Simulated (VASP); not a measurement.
# CsPbBr3 in VASP: a series of runs

The runs below take CsPbBr3 through single point, with r2SCAN, PBE.

All numbers are computed with VASP 6.6.1; they aren't measurements. Logs are shortened: lines on timing, memory, paths and dates and some standing lists are left out, and cuts for length are marked.

### 1 The cell of the first run

It takes space group P4/mmm (No. 123, tetragonal). The conventional cell has a = 5.943 Å, b = 5.943 Å, c = 6.062 Å, α = 90.00°, β = 90.00°, γ = 90.00°. Within 5.5 Å of Cs (site symmetry 4/mmm) lie 12 Br at 4.20 to 4.24 Å and 8 Pb at 5.18 Å. Pb (site symmetry 4/mmm) has 6 Br at 2.97 to 3.03 Å within 3.9 Å. Br (site symmetry 4/mmm) has 2 Pb at 3.03 Å within 4.0 Å. Br (site symmetry mmm) has 2 Pb at 2.97 Å within 3.9 Å.

### 2 Single point, r2SCAN, non-collinear spin, zero start, spin-orbit coupling (uniaxial z strain +2.0%)

The input, POSCAR:

```
CsPbBr3
1.0
    5.9429613195      0.0000000000      0.0000000000
    0.0000000000      5.9429613195      0.0000000000
    0.0000000000      0.0000000000      6.0618205459
Cs Pb Br
1 1 3
Direct
    0.0000000000      0.0000000000      0.0000000000
    0.5000000000      0.5000000000      0.5000000000
    0.5000000000      0.5000000000      0.0000000000
    0.5000000000      0.0000000000      0.5000000000
    0.0000000000      0.5000000000      0.5000000000
```

The input, INCAR.step1:

```
PREC = Accurate ; ENCUT = 520
ISMEAR = 0 ; SIGMA = 0.01
LREAL = F ; LASPH = T
NELM = 150 ; MAGMOM = 0 0 0 0 0 0 0 0 0 0 0 0 0 0 0
LSORBIT = T ; GGA_COMPAT = F
NBANDS = 59 ; GGA = PE
ALGO = Normal ; EDIFF = 1E-4
LWAVE = T ; LCHARG = F
KPAR = 4
```

The input, INCAR.step2:

```
PREC = Accurate ; ENCUT = 520
EDIFF = 1E-6 ; ISMEAR = 0
SIGMA = 0.01 ; LREAL = F
LASPH = T ; NELM = 150
ALGO = Normal ; ISIF = 2
LWAVE = F ; LCHARG = T
MAGMOM = 0 0 0 0 0 0 0 0 0 0 0 0 0 0 0 ; LORBIT = 11
LSORBIT = T ; GGA_COMPAT = F
LORBMOM = T ; METAGGA = R2SCAN
LMIXTAU = T ; LVHAR = T
NBANDS = 59 ; ISTART = 1
KPAR = 4
```

The input, KPOINTS:

```
regular mesh
0
Gamma
  4 4 4
```

Potentials or basis: VASP PAW PBE potentials, release 64 (Cs_sv, Pb_d, Br).

On the command line:

```bash
$ cat potpaw_PBE.64/Cs_sv/POTCAR potpaw_PBE.64/Pb_d/POTCAR potpaw_PBE.64/Br/POTCAR > POTCAR
$ cp INCAR.step1 INCAR
$ mpirun -np 4 vasp_ncl > vasp.out
$ cp INCAR.step2 INCAR
$ mpirun -np 4 vasp_ncl > vasp.out
```

OUTCAR:

```text
PREC = Accurate
   ENCUT = 520
   EDIFF = 1E-6
   ISMEAR = 0
   LREAL = F
   LASPH = T
   NELM = 150
   ISIF = 2
   LORBIT = 11
   LSORBIT = T
   METAGGA = R2SCAN
   ISTART = 1

 ion  position               nearest neighbor table
   1  0.000  0.000  0.000-
   2  0.500  0.500  0.500-   4 2.97   5 2.97   4 2.97   5 2.97   3 3.03   3 3.03
   3  0.500  0.500  0.000-   2 3.03   2 3.03
   4  0.500  0.000  0.500-   2 2.97   2 2.97
   5  0.000  0.500  0.500-   2 2.97   2 2.97

  LATTYP: Found a simple tetragonal cell.
 ALAT       =     5.9429613195
 C/A-ratio  =     1.0200000000

  Lattice vectors:

 A1 = (   5.9429613195,   0.0000000000,   0.0000000000)
 A2 = (   0.0000000000,   5.9429613195,   0.0000000000)
 A3 = (   0.0000000000,   0.0000000000,   6.0618205459)

Analysis of symmetry for initial positions (statically):
=====================================================================
 Subroutine PRICEL returns:
 Original cell was already a primitive cell.

 Routine SETGRP: Setting up the symmetry group for a
 simple tetragonal supercell.

 Subroutine GETGRP returns: Found 16 space group operations
 (whereof 16 operations were pure point group operations)
 out of a pool of 16 trial point group operations.

The static configuration has the point symmetry D_4h.

Analysis of symmetry for dynamics (positions and initial velocities):
=====================================================================
 Subroutine PRICEL returns:
 Original cell was already a primitive cell.

 Routine SETGRP: Setting up the symmetry group for a
 simple tetragonal supercell.

 Subroutine GETGRP returns: Found 16 space group operations
 (whereof 16 operations were pure point group operations)
 out of a pool of 16 trial point group operations.

The dynamic configuration has the point symmetry D_4h.

Analysis of structural, dynamic, and magnetic symmetry:
=====================================================================
 Subroutine PRICEL returns:
 Original cell was already a primitive cell.

 Routine SETGRP: Setting up the symmetry group for a
 simple tetragonal supercell.

 Subroutine GETGRP returns: Found 16 space group operations
 (whereof 16 operations were pure point group operations)
 out of a pool of 16 trial point group operations.

The overall configuration has the point symmetry D_4h.

 Subroutine INISYM returns: Found 16 space group operations
 (whereof 16 operations are pure point group operations),
 and found     1 'primitive' translations

----------------------------------------------------------------------------------------

                                     Primitive cell

[... 1245 lines left out ...]

  energy  without entropy=     -129.0160575088  energy(sigma->0) =     -129.01605751

 orbital moment (x)

 # of ion     p       d       tot
 ----------------------------------------
  1         0.000   0.000   0.000
  2         0.000   0.000   0.000
  3         0.000  -0.000  -0.000
  4         0.000   0.000   0.000
  5         0.000   0.000   0.000
 ----------------------------------------
            0.000   0.000   0.000

 orbital moment (y)

 # of ion     p       d       tot
 ----------------------------------------
  1         0.000   0.000   0.000
  2         0.000  -0.000  -0.000
  3         0.000   0.000   0.000
  4         0.000  -0.000  -0.000
  5         0.000   0.000   0.000
 ----------------------------------------
            0.000  -0.000  -0.000

 orbital moment (z)

 # of ion     p       d       tot
 ----------------------------------------
  1         0.000   0.000   0.000
  2         0.000   0.000   0.000
  3         0.000   0.000   0.000
  4         0.000   0.000   0.000
  5         0.000   0.000   0.000
 ----------------------------------------
            0.000   0.000   0.000

 Spin-Orbit-Coupling matrix elements

 Ion:    1  E_soc:     -0.3057888
 l=   1
     0.0000000    -0.0509507    -0.0509567
    -0.0509507     0.0000000    -0.0509507
    -0.0509567    -0.0509507     0.0000000
 l=   2
     0.0000000    -0.0000023     0.0000000    -0.0000023    -0.0000105
    -0.0000023     0.0000000    -0.0000073    -0.0000021    -0.0000023
     0.0000000    -0.0000073     0.0000000    -0.0000073     0.0000000
    -0.0000023    -0.0000021    -0.0000073     0.0000000    -0.0000023
    -0.0000105    -0.0000023     0.0000000    -0.0000023     0.0000000
 l=   3
     0.0000000     0.0000000     0.0000000     0.0000000     0.0000000     0.0000000     0.0000000
     0.0000000     0.0000000     0.0000000     0.0000000     0.0000000     0.0000000     0.0000000
     0.0000000     0.0000000     0.0000000     0.0000000     0.0000000     0.0000000     0.0000000
     0.0000000     0.0000000     0.0000000     0.0000000     0.0000000     0.0000000     0.0000000
[... 69 lines left out ...]
 l=   2
     0.0000000    -0.0000001     0.0000000    -0.0000011     0.0000043
    -0.0000001     0.0000000    -0.0000001    -0.0000001    -0.0000001
     0.0000000    -0.0000001     0.0000000     0.0000019     0.0000000
    -0.0000011    -0.0000001     0.0000019     0.0000000     0.0000023
     0.0000043    -0.0000001     0.0000000     0.0000023     0.0000000
 l=   3
     0.0000000     0.0000000     0.0000000     0.0000000     0.0000000     0.0000000     0.0000000
     0.0000000     0.0000000     0.0000000     0.0000000     0.0000000     0.0000000     0.0000000
     0.0000000     0.0000000     0.0000000     0.0000000     0.0000000     0.0000000     0.0000000
     0.0000000     0.0000000     0.0000000     0.0000000     0.0000000     0.0000000     0.0000000
     0.0000000     0.0000000     0.0000000     0.0000000     0.0000000     0.0000000     0.0000000
     0.0000000     0.0000000     0.0000000     0.0000000     0.0000000     0.0000000     0.0000000
     0.0000000     0.0000000     0.0000000     0.0000000     0.0000000     0.0000000     0.0000000

 total charge

# of ion       s       p       d       tot
------------------------------------------
    1        1.844   4.718   0.008   6.570
    2        1.501   0.434   9.845  11.780
    3        1.604   3.285   0.005   4.894
    4        1.605   3.289   0.007   4.901
    5        1.605   3.289   0.007   4.901
--------------------------------------------------
tot          8.160  15.014   9.872  33.046

 magnetization (x)

# of ion       s       p       d       tot
------------------------------------------
    1        0.000   0.000  -0.000  -0.000
    2        0.000   0.000   0.000   0.000
    3       -0.000   0.000  -0.000  -0.000
    4        0.000   0.000   0.000   0.000
    5        0.000  -0.000   0.000  -0.000
--------------------------------------------------
tot         -0.000  -0.000  -0.000  -0.000

 magnetization (y)

# of ion       s       p       d       tot
------------------------------------------
    1        0.000   0.000   0.000   0.000
    2        0.000   0.000   0.000   0.000
    3       -0.000   0.000   0.000  -0.000
    4        0.000   0.000   0.000   0.000
    5        0.000  -0.000   0.000  -0.000
--------------------------------------------------
tot          0.000  -0.000   0.000  -0.000

 magnetization (z)

# of ion       s       p       d       tot
------------------------------------------
    1        0.000  -0.000   0.000   0.000
    2       -0.000   0.000   0.000  -0.000
    3        0.000   0.000   0.000   0.000
    4        0.000   0.000  -0.000   0.000
    5        0.000   0.000   0.000   0.000
--------------------------------------------------
tot          0.000   0.000   0.000   0.000
```

OUTCAR.step1:

```text
PREC = Accurate
   ENCUT = 520
   ISMEAR = 0
   LREAL = F
   LASPH = T
   NELM = 150
   LSORBIT = T
[... 1413 lines left out ...]
     0.0000000     0.0000000     0.0000000     0.0000000     0.0000000     0.0000000     0.0000000
     0.0000000     0.0000000     0.0000000     0.0000000     0.0000000     0.0000000     0.0000000
     0.0000000     0.0000000     0.0000000     0.0000000     0.0000000     0.0000000     0.0000000
     0.0000000     0.0000000     0.0000000     0.0000000     0.0000000     0.0000000     0.0000000
     0.0000000     0.0000000     0.0000000     0.0000000     0.0000000     0.0000000     0.0000000
     0.0000000     0.0000000     0.0000000     0.0000000     0.0000000     0.0000000     0.0000000

=======================================================================

 ========================================================
```

Wall time 11 min (4 MPI ranks of Intel Xeon Platinum 8488C (Sapphire Rapids), shared host); peak memory 1.2 GiB.

Results:

```
Free energy                                           : -129.0161 eV
Pressure                                              : -0.4 GPa
Net moment                                            : 0.00 μB per cell
Valence electrons inside the program's atomic spheres : Cs 6.57; Pb 11.78; Br 4.89, 4.90 (each value once)
```

Moments on the atoms (μB; x, y, z):
```
Cs  0.00 0.00 0.00
Pb  0.00 0.00 0.00
Br  0.00 0.00 0.00
Br  0.00 0.00 0.00
Br  0.00 0.00 0.00
```

Caveat: the cell differs from its parent crystal (uniaxial z strain +2.0%); the PAW data sets were made with another functional, which shifts forces and pressure a little.

(Part 1 of 3 ends here.)
